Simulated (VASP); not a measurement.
# Cd3Te (Pm-3m) in VASP: relaxation of cell and atoms with PBE

Aim: the relaxation of cell and atoms of Cd3Te with PBE.

Program: VASP 6.6.1. These are calculated values, not measurements. Logs are shortened: lines on timing, memory, paths and dates and some standing lists are left out, and cuts for length are marked.

**1. The cell of the first run**

It takes space group Pm-3m (No. 221, cubic). Conventional cell: a = 4.674 Å, b = 4.674 Å, c = 4.674 Å, α = 90.00°, β = 90.00°, γ = 90.00°. Within 4.3 Å of Cd (site symmetry 4/mmm) lie 8 Cd at 3.30 Å and 4 Te at 3.30 Å. Within 4.3 Å of Te (site symmetry m-3m) lie 12 Cd at 3.30 Å.

**2. Relaxation of cell and atoms, PBE**

Contents of INCAR:

```
SYSTEM = Cd3Te
  PREC = Accurate
  ENCUT = 600
  EDIFF = 1E-7
  ISMEAR = 0
  SIGMA = 0.1
  LREAL = .False.
  LASPH = .True.
  NELM = 80
  ALGO = Fast
  ISIF = 3
  LWAVE = .False.
  LCHARG = .False.
  GGA = PE
  IBRION = 2
  NSW = 100
  EDIFFG = -0.01
```

Contents of KPOINTS:

```
Automatic mesh
0
Gamma
  10 10 10
  0 0 0
```

Contents of POSCAR:

```
Cd3Te
1.0
    4.6739249023      0.0000000000      0.0000000000
    0.0000000000      4.6739249023      0.0000000000
    0.0000000000      0.0000000000      4.6739249023
Cd Te
3 1
Direct
    0.0000000000      0.5000000000      0.5000000000
    0.5000000000      0.0000000000      0.5000000000
    0.5000000000      0.5000000000      0.0000000000
    0.0000000000      0.0000000000      0.0000000000
```

Potentials or basis: VASP PAW PBE potentials, release 64 (Cd, Te).

On the command line:

```
$ cat potpaw_PBE.64/Cd/POTCAR potpaw_PBE.64/Te/POTCAR > POTCAR
$ mpirun -np 1 vasp_std > vasp.out
```

OUTCAR:

```text
SYSTEM = Cd3Te
   PREC = Accurate
   ENCUT = 600
   EDIFF = 1E-7
   ISMEAR = 0
   LREAL = .False.
   LASPH = .True.
   NELM = 80
   ISIF = 3
   GGA = PE
   IBRION = 2
   NSW = 100
   EDIFFG = -0.01

 ion  position               nearest neighbor table
   1  0.000  0.500  0.500-   2 3.30   3 3.30   4 3.30   3 3.30   4 3.30   2 3.30   4 3.30   4 3.30
                             2 3.30   3 3.30   3 3.30   2 3.30
   2  0.500  0.000  0.500-   1 3.30   3 3.30   4 3.30   3 3.30   4 3.30   1 3.30   3 3.30   3 3.30
                             1 3.30   4 3.30   4 3.30   1 3.30
   3  0.500  0.500  0.000-   1 3.30   2 3.30   4 3.30   1 3.30   2 3.30   2 3.30   4 3.30   2 3.30
                             1 3.30   4 3.30   1 3.30   4 3.30
   4  0.000  0.000  0.000-   1 3.30   2 3.30   3 3.30   1 3.30   2 3.30   1 3.30   3 3.30   1 3.30
                             2 3.30   3 3.30   2 3.30   3 3.30

  LATTYP: Found a simple cubic cell.
 ALAT       =     4.6739249023

  Lattice vectors:

 A1 = (   4.6739249023,   0.0000000000,   0.0000000000)
 A2 = (   0.0000000000,   4.6739249023,   0.0000000000)
 A3 = (   0.0000000000,   0.0000000000,   4.6739249023)

Analysis of symmetry for initial positions (statically):
=====================================================================
 Subroutine PRICEL returns:
 Original cell was already a primitive cell.

 Routine SETGRP: Setting up the symmetry group for a
 simple cubic supercell.

 Subroutine GETGRP returns: Found 48 space group operations
 (whereof 48 operations were pure point group operations)
 out of a pool of 48 trial point group operations.

The static configuration has the point symmetry O_h .

Analysis of symmetry for dynamics (positions and initial velocities):
=====================================================================
 Subroutine PRICEL returns:
 Original cell was already a primitive cell.

 Routine SETGRP: Setting up the symmetry group for a
 simple cubic supercell.

 Subroutine GETGRP returns: Found 48 space group operations
 (whereof 48 operations were pure point group operations)
 out of a pool of 48 trial point group operations.

The dynamic configuration has the point symmetry O_h .

[... 161 lines left out ...]
  Total        0.3916165      0.3916165      0.3916165     -0.0000000     -0.0000000      0.0000000
  in kB        6.1450632      6.1450632      6.1450632     -0.0000000     -0.0000000      0.0000000
  external PRESSURE =       6.1450632 kB  Pullay stress =       0.0000000 kB

 VOLUME and BASIS-vectors are now :
 -----------------------------------------------------------------------------
  energy-cutoff  :      600.00
  volume of cell :      102.10
      direct lattice vectors                 reciprocal lattice vectors
     4.673924902  0.000000000  0.000000000     0.213952946  0.000000000  0.000000000
     0.000000000  4.673924902  0.000000000     0.000000000  0.213952946  0.000000000
     0.000000000  0.000000000  4.673924902     0.000000000  0.000000000  0.213952946

 POSITION                                       TOTAL-FORCE (eV/Angst)
 -----------------------------------------------------------------------------------
      0.00000      2.33696      2.33696         0.000000      0.000000      0.000000
      2.33696      0.00000      2.33696         0.000000      0.000000      0.000000
      2.33696      2.33696      0.00000         0.000000      0.000000      0.000000
      0.00000      0.00000      0.00000         0.000000      0.000000      0.000000
 -----------------------------------------------------------------------------------
    total drift:                               -0.000000     -0.000000     -0.000000

  FREE ENERGIE OF THE ION-ELECTRON SYSTEM (eV)
  ---------------------------------------------------
  free  energy   TOTEN  =        -5.1160580850 eV

  energy  without entropy=       -5.1054398502  energy(sigma->0) =       -5.11074897

--------------------------------------- Ionic step        2  -------------------------------------------

 number of electron      42.0000010 magnetization

 Free energy of the ion-electron system (eV)
  ---------------------------------------------------
  ext. energy  EPLUGINS =         0.00000000
  ---------------------------------------------------
  free energy    TOTEN  =        -5.11881240 eV

  energy without entropy =       -5.10794757  energy(sigma->0) =       -5.11337999

 E-fermi :   3.7084     XC(G=0): -10.2045

 val. band max:        3.6497647431   @ k =   0.4000   0.4000   0.0000
 cond. band min:       3.7117090609   @ k =   0.2000   0.2000   0.1000
 fundamental gap:      0.0619443178
 Fermi energy:         3.7083757828

 k-point     1 :       0.0000    0.0000    0.0000
  band No.  band energies     occupation
      1      -8.3167      2.00000
      2      -5.4446      2.00000
      3      -5.4446      2.00000
      4      -5.4446      2.00000
      5      -5.4306      2.00000
      6      -5.2680      2.00000
[... 661 lines left out ...]
     24       5.9367      0.00000
     25       7.5851      0.00000

 [... further k-points ...]

------------------------ aborting loop because EDIFF is reached ----------------------------------------

  FORCE on cell =-STRESS in cart. coord.  units (eV):
  Direction    XX          YY          ZZ          XY          YZ          ZX
  --------------------------------------------------------------------------------------
  -------------------------------------------------------------------------------------
  Total        0.0056238      0.0056238      0.0056238      0.0000000      0.0000000     -0.0000000
  in kB        0.0870075      0.0870075      0.0870075      0.0000000      0.0000000     -0.0000000
  external PRESSURE =       0.0870075 kB  Pullay stress =       0.0000000 kB

 VOLUME and BASIS-vectors are now :
 -----------------------------------------------------------------------------
  energy-cutoff  :      600.00
  volume of cell :      103.56
      direct lattice vectors                 reciprocal lattice vectors
     4.696000572  0.000000000  0.000000000     0.212947163  0.000000000 -0.000000000
    -0.000000000  4.696000572  0.000000000    -0.000000000  0.212947163  0.000000000
     0.000000000 -0.000000000  4.696000572    -0.000000000 -0.000000000  0.212947163

 POSITION                                       TOTAL-FORCE (eV/Angst)
 -----------------------------------------------------------------------------------
     -0.00000      2.34800      2.34800         0.000000      0.000000      0.000000
      2.34800      0.00000      2.34800        -0.000000      0.000000      0.000000
      2.34800      2.34800      0.00000        -0.000000     -0.000000      0.000000
      0.00000      0.00000      0.00000        -0.000000     -0.000000      0.000000
 -----------------------------------------------------------------------------------
    total drift:                               -0.000000     -0.000000     -0.000000

  FREE ENERGIE OF THE ION-ELECTRON SYSTEM (eV)
  ---------------------------------------------------
  free  energy   TOTEN  =        -5.1188124049 eV

  energy  without entropy=       -5.1079475714  energy(sigma->0) =       -5.11337999

 reached required accuracy - stopping structural energy minimisation
```

OSZICAR:

```text
N       E                     dE             d eps       ncg     rms          rms(c)
DAV:   1     0.316207673308E+03    0.31621E+03   -0.22750E+04  2800   0.176E+03
DAV:   2     0.770958790140E+01   -0.30850E+03   -0.30333E+03  2853   0.417E+02
DAV:   3    -0.526369649005E+01   -0.12973E+02   -0.12845E+02  3251   0.853E+01
[... 19 lines left out ...]
RMM:   6    -0.511881235789E+01    0.41826E-04   -0.23638E-04  2800   0.150E-01    0.240E-02
RMM:   7    -0.511881200399E+01    0.35389E-06   -0.18069E-05  2800   0.279E-02    0.177E-02
RMM:   8    -0.511881252558E+01   -0.52159E-06   -0.13037E-05  2800   0.326E-02    0.125E-02
RMM:   9    -0.511881234551E+01    0.18007E-06   -0.38467E-06  2783   0.192E-02    0.658E-04
RMM:  10    -0.511881240490E+01   -0.59390E-07   -0.25391E-07  1671   0.279E-03
   2 F= -.51188124E+01 E0= -.51133800E+01  d E =-.275432E-02
```

It took 9.9 min on 1 thread of Intel Xeon 8259CL, shared host; peak memory 0.36 GiB.

Results:

```
Free energy                           : -5.1188 eV
Relaxed volume                        : 25.89 Å³/atom
Relaxed cell                          : a = 4.696 Å, b = 4.696 Å, c = 4.696 Å, α = 90.00°, β = 90.00°, γ = 90.00°
Space group after relaxing (to 0.1 Å) : Pm-3m (No. 221)
Energy gained by relaxing             : 0.7 meV/atom
Ionic steps                           : 2
Pressure after relaxing               : 0.0 GPa
Band gap on the k mesh                : zero (bands 21 and 22 overlap by 2.80 eV)
```

Step by step:
```csv
step,energy change (eV),largest force (eV/Å),pressure (GPa),volume (Å³)
1,0.0000,0.0000,0.61,102.10
2,-0.0028,0.0000,0.01,103.56
```

Final structure:
```
Cd Te
1.0
     4.69600    0.00000    0.00000
     0.00000    4.69600    0.00000
     0.00000    0.00000    4.69600
Cd Te
3 1
Direct
  0.00000 0.50000 0.50000
  0.50000 0.00000 0.50000
  0.50000 0.50000 0.00000
  0.00000 0.00000 0.00000
```

Caveat: spin-orbit coupling is left out, which moves the levels of the heavy elements.

The gap in the log of VASP goes by the Fermi energy; the results here count the filled bands.